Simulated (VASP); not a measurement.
# PbSe (I4/mmm) in VASP: single point with PBE

Aim: the single point of PbSe with PBE.

Program: VASP 6.6.1. These are calculated values, not measurements. Logs are shortened: lines on timing, memory, paths and dates and some standing lists are left out, and cuts for length are marked.

### 1 The cell of the first run

Symmetry: I4/mmm, No. 139, tetragonal system. Conventional cell: a = 4.417 Å, b = 4.417 Å, c = 6.124 Å, α = 90.00°, β = 90.00°, γ = 90.00°. Pb (site symmetry 4/mmm) has 6 Se at 3.06 to 3.12 Å within 4.0 Å. Se (site symmetry 4/mmm) has 6 Pb at 3.06 to 3.12 Å within 4.0 Å.

### 2 Single point, PBE (equal xx and yy strain of +2 %)

Contents of INCAR:

```
SYSTEM = PbSe
PREC = Accurate
ENCUT = 520
EDIFF = 1E-7
ISMEAR = -1
SIGMA = 0.01
LREAL = .FALSE.
LASPH = .TRUE.
NELM = 80
ALGO = Normal
ISIF = 2
LWAVE = .FALSE.
LCHARG = .FALSE.
GGA = PE
NBANDS = 17
```

Contents of KPOINTS:

```
regular mesh
0
G
  9 9 9
  0 0 0
```

Contents of POSCAR:

```
PbSe
1.0
    0.0000000000      3.1233930000      3.0621500000
    3.1233930000      0.0000000000      3.0621500000
    3.1233930000      3.1233930000      0.0000000000
Pb Se
1 1
Direct
    0.0000000000      0.0000000000      0.0000000000
    0.5000000000      0.5000000000      0.5000000000
```

Potentials or basis: VASP PAW PBE potentials, release 64 (Pb_d, Se).

Command:

```
$ cat potpaw_PBE.64/Pb_d/POTCAR potpaw_PBE.64/Se/POTCAR > POTCAR
$ mpirun -np 1 vasp_std > vasp.out
```

OUTCAR:

```text
SYSTEM = PbSe
   PREC = Accurate
   ENCUT = 520
   EDIFF = 1E-7
   ISMEAR = -1
   LREAL = .FALSE.
   LASPH = .TRUE.
   NELM = 80
   ISIF = 2
   GGA = PE

 ion  position               nearest neighbor table
   1  0.000  0.000  0.000-   2 3.06   2 3.06   2 3.12   2 3.12   2 3.12   2 3.12
   2  0.500  0.500  0.500-   1 3.06   1 3.06   1 3.12   1 3.12   1 3.12   1 3.12

  LATTYP: Found a body centered tetragonal cell.
 ALAT       =     4.4171447412
 C/A-ratio  =     1.3864838847

  Lattice vectors:

 A1 = (   0.0000000000,  -3.1233930000,  -3.0621500000)
 A2 = (   0.0000000000,   3.1233930000,  -3.0621500000)
 A3 = (   3.1233930000,   0.0000000000,   3.0621500000)

Analysis of symmetry for initial positions (statically):
=====================================================================
 Subroutine PRICEL returns:
 Original cell was already a primitive cell.

 Routine SETGRP: Setting up the symmetry group for a
 body centered tetragonal supercell.

 Subroutine GETGRP returns: Found 16 space group operations
 (whereof 16 operations were pure point group operations)
 out of a pool of 16 trial point group operations.

The static configuration has the point symmetry D_4h.

Analysis of symmetry for dynamics (positions and initial velocities):
=====================================================================
 Subroutine PRICEL returns:
 Original cell was already a primitive cell.

 Routine SETGRP: Setting up the symmetry group for a
 body centered tetragonal supercell.

 Subroutine GETGRP returns: Found 16 space group operations
 (whereof 16 operations were pure point group operations)
 out of a pool of 16 trial point group operations.

The dynamic configuration has the point symmetry D_4h.

 Subroutine INISYM returns: Found 16 space group operations
 (whereof 16 operations are pure point group operations),
 and found     1 'primitive' translations

----------------------------------------------------------------------------------------

                                     Primitive cell

  volume of cell :      59.7461

  direct lattice vectors                    reciprocal lattice vectors
     0.000000000  3.123393000  3.062150000    -0.160082321  0.160082321  0.163283967
     3.123393000  0.000000000  3.062150000     0.160082321 -0.160082321  0.163283967
     3.123393000  3.123393000  0.000000000     0.160082321  0.160082321 -0.163283967

  length of vectors
     4.374053778  4.374053778  4.417144741     0.279131426  0.279131426  0.279131426

  position of ions in fractional coordinates (direct lattice)
     0.000000000  0.000000000  0.000000000
     0.500000000  0.500000000  0.500000000

  ion indices of the primitive-cell ions
   primitive index   ion index
                 1           1
                 2           2

----------------------------------------------------------------------------------------

 KPOINTS: regular mesh

Automatic generation of k-mesh.
 Grid dimensions read from file:
 generate k-points for:    9    9    9

 Generating k-lattice:

  Cartesian coordinates                     Fractional coordinates (reciprocal lattice)
    -0.017786925  0.017786925  0.018142663     0.111111111 -0.000000000  0.000000000
     0.017786925 -0.017786925  0.018142663    -0.000000000  0.111111111  0.000000000
     0.017786925  0.017786925 -0.018142663     0.000000000  0.000000000  0.111111111

  Length of vectors
     0.031014603  0.031014603  0.031014603

  Shift w.r.t. Gamma in fractional coordinates (k-lattice)
     0.000000000  0.000000000  0.000000000

 Subroutine IBZKPT returns following result:
 ===========================================

 Found     75 irreducible k-points:

 Following reciprocal coordinates:
            Coordinates               Weight
  0.000000  0.000000  0.000000      1.000000
  0.111111  0.000000  0.000000      8.000000
  0.222222  0.000000  0.000000      8.000000
  0.333333  0.000000  0.000000      8.000000
  0.444444  0.000000  0.000000      8.000000
  0.111111  0.111111  0.000000      2.000000
[... 16 lines left out ...]
 -0.333333  0.333333  0.000000      4.000000
  0.444444  0.444444  0.000000      2.000000
 [... further k-points ...]
   k-points           NKPTS =     75   k-points in BZ     NKDIM =     75   number of bands    NBANDS=     17
   number of dos      NEDOS =    301   number of ions     NIONS =      2
   total plane-waves  NPLWV =  46656
   dimension x,y,z NGX =    36 NGY =   36 NGZ =   36
   dimension x,y,z NGXF=    72 NGYF=   72 NGZF=   72
   ions per type =               1   1
   NGX,Y,Z   is equivalent  to a cutoff of  13.68, 13.68, 13.55 a.u.
   NGXF,Y,Z  is equivalent  to a cutoff of  27.37, 27.37, 27.10 a.u.
 SYSTEM =  PbSe
   PREC   = accura    normal or accurate (medium, high low for compatibility)
   ISTART =      0    job   : 0-new  1-cont  2-samecut
   ICHARG =      2    charge: 1-file 2-atom 10-const
   ISPIN  =      1    spin polarized calculation?
   LNONCOLLINEAR =      F non collinear calculations
   LSORBIT =      F    spin-orbit coupling
   LASPH  =      T    aspherical Exc in radial PAW
   ENCUT  =  520.0 eV  38.22 Ry    6.18 a.u.   8.13  8.13  8.21*2*pi/ulx,y,z
   NELM   =     80;   NELMIN=  2; NELMDL= -5     # of ELM steps
   EDIFF  = 0.1E-06   stopping-criterion for ELM
   LREAL  =      F    real-space projection
   EDIFFG = 0.1E-05   stopping-criterion for IOM
   NSW    =      0    number of steps for IOM
   IBRION =     -1    ionic relax: 0-MD 1-quasi-New 2-CG
   NFREE  =      0    steps in history (QN), initial steepest desc. (CG)
   ISIF   =      2    stress and relaxation
   ISYM   =      2    0-nonsym 1-usesym 2-fastsym
   POTIM  = 0.5000    time-step for ionic-motion
   TEBEG  =    0.0;   TEEND  =   0.0 temperature during run
   PSTRESS=    0.0 pullay stress
   NELECT =      20.0000    total number of electrons
   NUPDOWN=      -1.0000    fix difference up-down
   EMIN   =  10.00;   EMAX   =-10.00  energy-range for DOS
   EFERMI =   0.00;   METHOD = LEGACY
   ISMEAR =    -1;   SIGMA  =   0.01  broadening in eV -4-tet -1-fermi 0-gaus
   EFERMI_NEDOS =   21; number of points for ismear=-14 and -15
   IALGO  =     38    algorithm
   IMIX   =      4    mixing-type and parameters
     AMIX     =   0.40;   BMIX     =  1.00
     AMIX_MAG =   1.60;   BMIX_MAG =  1.00
  volume/ion in A,a.u.               =      29.87       201.59
  Fermi-wavevector in a.u.,A,eV,Ry     =   1.136706  2.148063 17.580103  1.292101
  Thomas-Fermi vector in A             =   2.273411
   LORBIT       =      0    0 simple, 1 ext, 2 COOP (PROOUT), +10 PAW based schemes
   GGA     = PE    functional components
   LHFCALC =     F    Hartree Fock is set to
   AEXX    =    0.0000 exact exchange contribution
   IVDW    =     0    specifies the selected vdW correction
   LEPSILON=     F    determine dielectric tensor
   LRPA    =     F    only Hartree local field effects (RPA)
 non-spin polarized calculation
  energy-cutoff  :      520.00
  volume of cell :       59.75
 maximum number of plane-waves:      1628
 NGX is ok and might be reduce to    36
   NGX = 17   NGY = 17   NGZ = 17

 number of electron      20.0000003 magnetization

 Free energy of the ion-electron system (eV)
  ---------------------------------------------------
  ext. energy  EPLUGINS =         0.00000000
  ---------------------------------------------------
  free energy    TOTEN  =        -8.19294889 eV

  energy without entropy =       -8.19294889  energy(sigma->0) =       -8.19294889

 E-fermi :   4.6562     XC(G=0):  -9.3413

 val. band max:        4.4033026573   @ k =   0.4444   0.0000   0.0000
 cond. band min:       5.1464367454   @ k =   0.4444   0.0000   0.0000
 fundamental gap:      0.7431340880
 Fermi energy:         4.6561767657

 k-point     1 :       0.0000    0.0000    0.0000
  band No.  band energies     occupation
      1     -12.2091      2.00000
      2     -12.2051      2.00000
      3     -12.2025      2.00000
      4     -12.2025      2.00000
      5     -12.1934      2.00000
      6      -8.6857      2.00000
[... 9 lines left out ...]
     16      11.2541      0.00000
     17      12.6466      0.00000

 k-point     2 :       0.1111    0.0000    0.0000
  band No.  band energies     occupation
      1     -12.2080      2.00000
      2     -12.2069      2.00000
      3     -12.2015      2.00000
      4     -12.1994      2.00000
      5     -12.1946      2.00000
      6      -8.5987      2.00000
[... 9 lines left out ...]
     16      11.4719      0.00000
     17      13.4963      0.00000

 k-point     3 :       0.2222    0.0000    0.0000
  band No.  band energies     occupation
      1     -12.2123      2.00000
      2     -12.2078      2.00000
      3     -12.2023      2.00000
      4     -12.1913      2.00000
      5     -12.1907      2.00000
      6      -8.3556      2.00000
[... 9 lines left out ...]
     16      12.1312      0.00000
     17      15.0957      0.00000

 k-point     4 :       0.3333    0.0000    0.0000
  band No.  band energies     occupation
      1     -12.2186      2.00000
      2     -12.2126      2.00000
      3     -12.2025      2.00000
      4     -12.1835      2.00000
      5     -12.1807      2.00000
      6      -8.0237      2.00000
[... 9 lines left out ...]
     16      13.1675      0.00000
     17      16.1424      0.00000
[... 343 lines left out ...]
      1     -12.2747      2.00000
      2     -12.2142      2.00000
      3     -12.1980      2.00000
      4     -12.1723      2.00000
      5     -12.1677      2.00000
      6      -7.4010      2.00000
[... 9 lines left out ...]
     16      15.0354      0.00000
     17      16.8722      0.00000

 k-point    23 :      -0.3333    0.3333    0.0000
  band No.  band energies     occupation
      1     -12.2586      2.00000
      2     -12.2053      2.00000
      3     -12.2043      2.00000
      4     -12.1796      2.00000
      5     -12.1723      2.00000
      6      -7.4460      2.00000
[... 9 lines left out ...]
     16      13.9532      0.00000
     17      16.2689      0.00000

 k-point    24 :       0.4444    0.4444    0.0000
  band No.  band energies     occupation
      1     -12.2952      2.00000
      2     -12.2246      2.00000
      3     -12.1879      2.00000
      4     -12.1643      2.00000
      5     -12.1643      2.00000
      6      -7.3978      2.00000
[... 9 lines left out ...]
     16      15.7113      0.00000
     17      17.0731      0.00000

 [... further k-points ...]
[... 5 lines left out ...]
  --------------------------------------------------------------------------------------
  -------------------------------------------------------------------------------------
  Total       -0.1585123     -0.1585123      0.6566439      0.0000000     -0.0000000      0.0000000
  in kB       -4.2507329     -4.2507329     17.6088404      0.0000000     -0.0000000      0.0000000
  external PRESSURE =       3.0357915 kB  Pullay stress =       0.0000000 kB

 VOLUME and BASIS-vectors are now :
 -----------------------------------------------------------------------------
  energy-cutoff  :      520.00
  volume of cell :       59.75
      direct lattice vectors                 reciprocal lattice vectors
     0.000000000  3.123393000  3.062150000    -0.160082321  0.160082321  0.163283967
     3.123393000  0.000000000  3.062150000     0.160082321 -0.160082321  0.163283967
     3.123393000  3.123393000  0.000000000     0.160082321  0.160082321 -0.163283967

 POSITION                                       TOTAL-FORCE (eV/Angst)
 -----------------------------------------------------------------------------------
      0.00000      0.00000      0.00000         0.000000     -0.000000      0.000000
      3.12339      3.12339      3.06215         0.000000      0.000000     -0.000000
 -----------------------------------------------------------------------------------
    total drift:                               -0.000000      0.000000      0.000000

  FREE ENERGIE OF THE ION-ELECTRON SYSTEM (eV)
  ---------------------------------------------------
  free  energy   TOTEN  =        -8.1929488887 eV

  energy  without entropy=       -8.1929488887  energy(sigma->0) =       -8.19294889
```

Run time: 3.2 min. Hardware: 1 thread of AMD EPYC 7R13, shared host; peak memory 0.22 GiB.

Results:

- Free energy: -8.1929 eV
- Pressure: 0.3 GPa
- Band gap on the k mesh: 0.74 eV

Caveat: the cell differs from its parent crystal (equal xx and yy strain of +2 %); spin-orbit coupling is left out, which moves the levels of the heavy elements. A k mesh can miss the band edges.
